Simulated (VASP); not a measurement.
# Ta32F (a cell with a defect) in VASP: single point with PBE

Aim: the single point of Ta32F (a cell with a defect) with PBE.

All numbers are computed with VASP 6.6.1; they aren't measurements. Logs are shortened: lines on timing, memory, paths and dates and some standing lists are left out, and cuts for length are marked.

## 1. The cell of the first run

The cell holds a defect, 33 atoms: a = 9.392 Å, b = 9.392 Å, c = 9.392 Å, α = 60.00°, β = 60.00°, γ = 60.00°.

## 2. Single point, PBE

INCAR

```
SYSTEM = Ta32F
  PREC = Accurate
  ENCUT = 520
  EDIFF = 1E-6
  ISMEAR = 1
  SIGMA = 0.1
  LREAL = Auto
  LASPH = .TRUE.
  NELM = 80
  ALGO = Normal
  ISIF = 2
  LWAVE = .FALSE.
  LCHARG = .FALSE.
  GGA = PE
  NBANDS = 202
```

KPOINTS

```
Automatic mesh
0
G
  1 1 1
  0 0 0
```

POSCAR

```
Ta32F
1.0
    0.0000000000      6.6414755500      6.6414755500
    6.6414755500      0.0000000000      6.6414755500
    6.6414755500      6.6414755500      0.0000000000
Ta F
32 1
Direct
   -0.0035367894     -0.0021703761      0.0024674487
    0.1223417889      0.1211524448      0.1302864090
    0.2518581884      0.2466201957      0.2469743339
    0.3851998672      0.3644166845      0.3545916088
   -0.0035241416      0.0046656048      0.5021826061
    0.1239346579      0.1241591562      0.6259941738
    0.2403260372      0.2289598883      0.7712568482
    0.3751313968      0.3747286249      0.8794473391
   -0.0004425974      0.5001393854      0.0020047503
    0.1267723556      0.6230346658      0.1238915199
    0.2501575121      0.7537409364      0.2465619255
    0.3755660141      0.8758932343      0.3744164202
   -0.0038172993      0.4996662978      0.5006437914
    0.1038466520      0.6458564769      0.6358359627
    0.2497192058      0.7501887137      0.7520160185
    0.3735057791      0.8699490733      0.8791429639
    0.4985700806     -0.0021386814      0.0024118134
    0.6290619409      0.1209287746      0.1235595153
    0.7516423816      0.2482814982      0.2500788398
    0.8801466566      0.3762446283      0.3725719505
    0.5014287826     -0.0017596993      0.5001641540
    0.6289978738      0.1208796139      0.6255399073
    0.7519295919      0.2513801319      0.7489279999
    0.8738065745      0.3742939323      0.8761156999
    0.5030152524      0.4980389486     -0.0042664465
    0.6256001349      0.6258344202      0.1244363536
    0.7520231705      0.7532771087      0.2470617392
    0.8734211933      0.8764166120      0.3772472670
    0.5213776628      0.5095427928      0.4907722652
    0.6286922941      0.6276610474      0.6241014469
    0.7451193583      0.7533146757      0.7537172971
    0.8732726570      0.8767590810      0.8793160430
    0.3126153946      0.4379203805      0.5624851694
```

Potentials or basis: VASP PAW PBE potentials, release 64 (Ta_pv, F).

Launch:

```sh
$ cat potpaw_PBE.64/Ta_pv/POTCAR potpaw_PBE.64/F/POTCAR > POTCAR
$ mpirun -np 1 vasp_gam > vasp.out
```

OUTCAR:

```text
SYSTEM = Ta32F
   PREC = Accurate
   ENCUT = 520
   EDIFF = 1E-6
   ISMEAR = 1
   LREAL = Auto
   LASPH = .TRUE.
   NELM = 80
   ISIF = 2
   GGA = PE

 ion  position               nearest neighbor table
   1  0.996  0.998  0.002-  18 2.82  32 2.82  28 2.87  10 2.87  24 2.89   6 2.89   2 2.89  16 2.89
                             7 3.16  27 3.25  11 3.31  19 3.31  15 3.31  23 3.31
   2  0.122  0.121  0.130-   7 2.76  11 2.82  19 2.84   3 2.85   5 2.85  17 2.89   1 2.89   9 2.91
                            28 3.28  12 3.30  20 3.30  16 3.34  24 3.34   8 3.36
   3  0.252  0.247  0.247-   4 2.75   8 2.82  12 2.84   2 2.85  20 2.85  10 2.89  18 2.89   6 2.91
                            17 3.28   9 3.30   5 3.30  25 3.34  21 3.34  13 3.37
   4  0.385  0.364  0.355-  33 2.07   3 2.75  25 2.75  21 2.82  19 2.82  13 2.99  11 2.99  18 3.15
                             7 3.20  29 3.20  10 3.25   6 3.34  26 3.34  22 3.42
   5  0.996  0.005  0.502-  14 2.75  22 2.82   6 2.84  20 2.85   2 2.85  28 2.89  32 2.89  12 2.91
                            23 3.28  19 3.30   3 3.30  31 3.34  15 3.34  11 3.36
   6  0.124  0.124  0.626-   7 2.82   5 2.84  23 2.85  15 2.87  13 2.88   1 2.89  21 2.89   3 2.91
                            20 3.30  32 3.31  12 3.32  24 3.32   4 3.34  16 3.34
   7  0.240  0.229  0.771-  33 2.08  16 2.76   2 2.76   6 2.82  24 2.82  22 2.99   8 2.99   1 3.16
                             4 3.20  14 3.20  17 3.26  21 3.34   9 3.34  13 3.42
   8  0.375  0.375  0.879-  25 2.82   3 2.82  15 2.88   9 2.88  23 2.89  17 2.89  29 2.99   7 2.99
                            10 3.27  18 3.31   2 3.36  30 3.36  22 3.37  14 3.42
   9  1.000  0.500  0.002-  14 2.82  20 2.84  10 2.85  26 2.87   8 2.88  32 2.89  24 2.89   2 2.91
[... 32 lines left out ...]
                            23 3.28  15 3.30  31 3.30   3 3.34  19 3.34  11 3.36
  26  0.626  0.626  0.124-  29 2.82  31 2.84  17 2.85   9 2.87  11 2.88  27 2.89  19 2.90  25 2.91
                            16 3.30  32 3.31  24 3.32  12 3.32  20 3.34   4 3.34
  27  0.752  0.753  0.247-  18 2.82  32 2.82  28 2.87  10 2.87  12 2.89  26 2.89  20 2.89  30 2.89
                            29 3.15   1 3.25  13 3.31  21 3.31  17 3.31   9 3.31
  28  0.873  0.876  0.377-  19 2.85  21 2.85  27 2.87   1 2.87   5 2.89  31 2.89  11 2.89  13 2.89
                            14 3.25  22 3.27  30 3.28   2 3.28  18 3.31  10 3.37
  29  0.521  0.510  0.491-  33 2.07  30 2.75  20 2.75  26 2.82  12 2.82  22 2.99   8 2.99  27 3.15
                             4 3.20  14 3.20  23 3.25  15 3.34  19 3.34  11 3.43
  30  0.629  0.628  0.624-  29 2.75  13 2.82  21 2.84  25 2.85  31 2.85  23 2.89  27 2.89  15 2.91
                            28 3.28  24 3.30  16 3.30  12 3.34  20 3.34   8 3.36
  31  0.745  0.753  0.754-  14 2.75  22 2.82  26 2.84  16 2.85  30 2.85  28 2.89  32 2.89  24 2.91
                            17 3.28  21 3.30  25 3.30   5 3.34   9 3.34  13 3.37
  32  0.873  0.877  0.879-   1 2.82  27 2.82  23 2.87  17 2.87  15 2.89   9 2.89   5 2.89  31 2.89
                            14 3.15  18 3.24   6 3.31  22 3.31  10 3.31  26 3.31
  33  0.313  0.438  0.562-  29 2.07  14 2.07   4 2.07   7 2.08

  LATTYP: Found a face centered cubic cell.
 ALAT       =    13.2829511000

  Lattice vectors:

 A1 = (   0.0000000000,   6.6414755500,   6.6414755500)
 A2 = (   6.6414755500,   0.0000000000,   6.6414755500)
 A3 = (   6.6414755500,   6.6414755500,   0.0000000000)

Analysis of symmetry for initial positions (statically):
=====================================================================
 Subroutine PRICEL returns:
 Original cell was already a primitive cell.

 Routine SETGRP: Setting up the symmetry group for a
 face centered cubic supercell.

 Subroutine GETGRP returns: Found  1 space group operations
 (whereof  1 operations were pure point group operations)
 out of a pool of 48 trial point group operations.

The static configuration has the point symmetry C_1 .

Analysis of symmetry for dynamics (positions and initial velocities):
=====================================================================
 Subroutine PRICEL returns:
 Original cell was already a primitive cell.

 Routine SETGRP: Setting up the symmetry group for a
 face centered cubic supercell.

 Subroutine GETGRP returns: Found  1 space group operations
 (whereof  1 operations were pure point group operations)
 out of a pool of 48 trial point group operations.

The dynamic configuration has the point symmetry C_1 .

 Subroutine INISYM returns: Found  1 space group operations
 (whereof  1 operations are pure point group operations),
 and found     1 'primitive' translations

----------------------------------------------------------------------------------------

                                     Primitive cell

  volume of cell :     585.9003

  direct lattice vectors                    reciprocal lattice vectors
[... 85 lines left out ...]

 Generating k-lattice:

  Cartesian coordinates                     Fractional coordinates (reciprocal lattice)
    -0.075284475  0.075284475  0.075284475     1.000000000  0.000000000  0.000000000
     0.075284475 -0.075284475  0.075284475     0.000000000  1.000000000  0.000000000
     0.075284475  0.075284475 -0.075284475     0.000000000  0.000000000  1.000000000

  Length of vectors
     0.130396536  0.130396536  0.130396536

  Shift w.r.t. Gamma in fractional coordinates (k-lattice)
     0.000000000  0.000000000  0.000000000

 Subroutine IBZKPT returns following result:
 ===========================================

 Found      1 irreducible k-points:

 Following reciprocal coordinates:
            Coordinates               Weight
  0.000000  0.000000  0.000000      1.000000
   k-points           NKPTS =      1   k-points in BZ     NKDIM =      1   number of bands    NBANDS=    202
   number of dos      NEDOS =    301   number of ions     NIONS =     33
   total plane-waves  NPLWV = 343000
   dimension x,y,z NGX =    70 NGY =   70 NGZ =   70
   dimension x,y,z NGXF=   140 NGYF=  140 NGZF=  140
   ions per type =              32   1
   NGX,Y,Z   is equivalent  to a cutoff of  12.39, 12.39, 12.39 a.u.
   NGXF,Y,Z  is equivalent  to a cutoff of  24.78, 24.78, 24.78 a.u.
 SYSTEM =  Ta32F
   PREC   = accura    normal or accurate (medium, high low for compatibility)
   ISTART =      0    job   : 0-new  1-cont  2-samecut
   ICHARG =      2    charge: 1-file 2-atom 10-const
   ISPIN  =      1    spin polarized calculation?
   LNONCOLLINEAR =      F non collinear calculations
   LSORBIT =      F    spin-orbit coupling
   LASPH  =      T    aspherical Exc in radial PAW
   ENCUT  =  520.0 eV  38.22 Ry    6.18 a.u.  17.46 17.46 17.46*2*pi/ulx,y,z
   NELM   =     80;   NELMIN=  2; NELMDL= -5     # of ELM steps
   EDIFF  = 0.1E-05   stopping-criterion for ELM
   LREAL  =      T    real-space projection
   EDIFFG = 0.1E-04   stopping-criterion for IOM
   NSW    =      0    number of steps for IOM
   IBRION =     -1    ionic relax: 0-MD 1-quasi-New 2-CG
   NFREE  =      0    steps in history (QN), initial steepest desc. (CG)
   ISIF   =      2    stress and relaxation
   ISYM   =      2    0-nonsym 1-usesym 2-fastsym
   POTIM  = 0.5000    time-step for ionic-motion
   TEBEG  =    0.0;   TEEND  =   0.0 temperature during run
   PSTRESS=    0.0 pullay stress
   NELECT =     359.0000    total number of electrons
   NUPDOWN=      -1.0000    fix difference up-down
   EMIN   =  10.00;   EMAX   =-10.00  energy-range for DOS
   EFERMI =   0.00;   METHOD = LEGACY
   ISMEAR =     1;   SIGMA  =   0.10  broadening in eV -4-tet -1-fermi 0-gaus
   EFERMI_NEDOS =   21; number of points for ismear=-14 and -15
   IALGO  =     38    algorithm
   IMIX   =      4    mixing-type and parameters
     AMIX     =   0.40;   BMIX     =  1.00
     AMIX_MAG =   1.60;   BMIX_MAG =  1.00
  volume/ion in A,a.u.               =      17.75       119.81
  Fermi-wavevector in a.u.,A,eV,Ry     =   1.390481  2.627628 26.306014  1.933438
  Thomas-Fermi vector in A             =   2.514412
   LORBIT       =      0    0 simple, 1 ext, 2 COOP (PROOUT), +10 PAW based schemes
   GGA     = PE    functional components
   LHFCALC =     F    Hartree Fock is set to
   AEXX    =    0.0000 exact exchange contribution
   IVDW    =     0    specifies the selected vdW correction
   LEPSILON=     F    determine dielectric tensor
   LRPA    =     F    only Hartree local field effects (RPA)
 non-spin polarized calculation
 Methfessel and Paxton  Order N= 1 SIGMA  =   0.10
  energy-cutoff  :      520.00
  volume of cell :      585.90
 maximum number of plane-waves:      7833
 NGX is ok and might be reduce to    70
   NGX = 35   NGY = 35   NGZ = 35

 number of electron     358.9999998 magnetization

 Free energy of the ion-electron system (eV)
  ---------------------------------------------------
  ext. energy  EPLUGINS =         0.00000000
  ---------------------------------------------------
  free energy    TOTEN  =      -395.29752064 eV

  energy without entropy =     -395.26931118  energy(sigma->0) =     -395.28811749

 E-fermi :   5.5343     XC(G=0): -12.5795

 val. band max:        5.5342735637   @ k =   0.0000   0.0000   0.0000
 cond. band min:       5.9515352116   @ k =   0.0000   0.0000   0.0000
 fundamental gap:      0.4172616478
 Fermi energy:         5.5342735673

 k-point     1 :       0.0000    0.0000    0.0000
  band No.  band energies     occupation
      1     -29.3614      2.00000
      2     -28.9414      2.00000
      3     -28.9399      2.00000
      4     -28.8663      2.00000
      5     -28.7852      2.00000
      6     -28.7652      2.00000
[... 183 lines left out ...]
    190       6.7087     -0.00000
    191       6.7432     -0.00000
 [bands above 191 left out]

------------------------ aborting loop because EDIFF is reached ----------------------------------------

  FORCE on cell =-STRESS in cart. coord.  units (eV):
  Direction    XX          YY          ZZ          XY          YZ          ZX
  --------------------------------------------------------------------------------------
  -------------------------------------------------------------------------------------
  Total      -19.8815499    -25.1888002    -19.9651851     -0.0078484      0.0613691      0.0062323
  in kB      -54.3672154    -68.8801896    -54.5959205     -0.0214619      0.1678172      0.0170427
  external PRESSURE =     -59.2811085 kB  Pullay stress =       0.0000000 kB

 VOLUME and BASIS-vectors are now :
 -----------------------------------------------------------------------------
  energy-cutoff  :      520.00
  volume of cell :      585.90
      direct lattice vectors                 reciprocal lattice vectors
     0.000000000  6.641475550  6.641475550    -0.075284475  0.075284475  0.075284475
     6.641475550  0.000000000  6.641475550     0.075284475 -0.075284475  0.075284475
     6.641475550  6.641475550  0.000000000     0.075284475  0.075284475 -0.075284475

 POSITION                                       TOTAL-FORCE (eV/Angst)
 -----------------------------------------------------------------------------------
      6.64345      6.63437     13.24505        -0.001118      0.007890      0.017289
      1.66992      1.67782      1.61716         0.012103      0.002200     -0.005867
      3.27820      3.31298      3.31063         0.000794     -0.005273     -0.009039
      4.77528      4.91331      4.97856        -0.047923     -0.025982      0.004729
      3.36622      9.95330      6.64906        -0.001126      0.010914      0.017212
      4.98212      4.98063      1.64771         0.004140     -0.007245      0.001633
[... 25 lines left out ...]
     11.66293     11.63978     11.62279        -0.011914     -0.005284     -0.014828
      6.64417      5.81196      4.98466         0.000449     -0.016209     -0.013162
 -----------------------------------------------------------------------------------
    total drift:                                0.000401      0.002862     -0.003737

  FREE ENERGIE OF THE ION-ELECTRON SYSTEM (eV)
  ---------------------------------------------------
  free  energy   TOTEN  =      -395.2975206364 eV

  energy  without entropy=     -395.2693111835  energy(sigma->0) =     -395.28811749
```

Run time: 4.8 min. Hardware: 1 thread of AMD EPYC 9R14 (Zen 4), shared host; peak memory 0.65 GiB.

What came out:

```yaml
Free_energy: -395.2975 eV
Pressure: -5.9 GPa
Largest_force: 0.061 eV/Å
```

Forces in eV/Å, atoms in the order of the input:
```
Ta  -0.001  0.008  0.017
Ta   0.012  0.002 -0.006
Ta   0.001 -0.005 -0.009
Ta  -0.048 -0.026  0.005
Ta  -0.001  0.011  0.017
Ta   0.004 -0.007  0.002
Ta   0.004  0.027 -0.055
Ta  -0.002  0.008 -0.002
Ta   0.002  0.008  0.012
Ta   0.001  0.002 -0.002
Ta  -0.001  0.008 -0.015
Ta   0.001 -0.005  0.010
Ta  -0.001  0.000  0.011
Ta   0.043 -0.024 -0.001
Ta   0.000 -0.010 -0.003
Ta  -0.010  0.004 -0.006
Ta   0.000 -0.001  0.012
Ta   0.014 -0.007 -0.012
Ta   0.002 -0.011 -0.005
Ta  -0.002  0.005 -0.003
Ta   0.001  0.009  0.012
Ta   0.003  0.011 -0.002
Ta  -0.002  0.002 -0.008
Ta  -0.004 -0.003  0.001
Ta   0.000  0.009  0.019
Ta   0.001 -0.008  0.011
Ta  -0.004 -0.002 -0.005
Ta   0.001  0.002 -0.004
Ta  -0.003  0.021  0.047
Ta   0.005  0.000 -0.002
Ta  -0.004 -0.006 -0.006
Ta  -0.012 -0.005 -0.015
F    0.000 -0.016 -0.013
```

Stress tensor (GPa, compression positive):
```
-5.44  0.00  0.00
 0.00 -6.89  0.02
 0.00  0.02 -5.46
```

Caveat: the k points lie up to 0.82 Å⁻¹ apart; spin-orbit coupling is left out, which moves the levels of the heavy elements; an odd number of electrons without spin polarisation forces a metal; a magnetic or distorted state may lie lower.
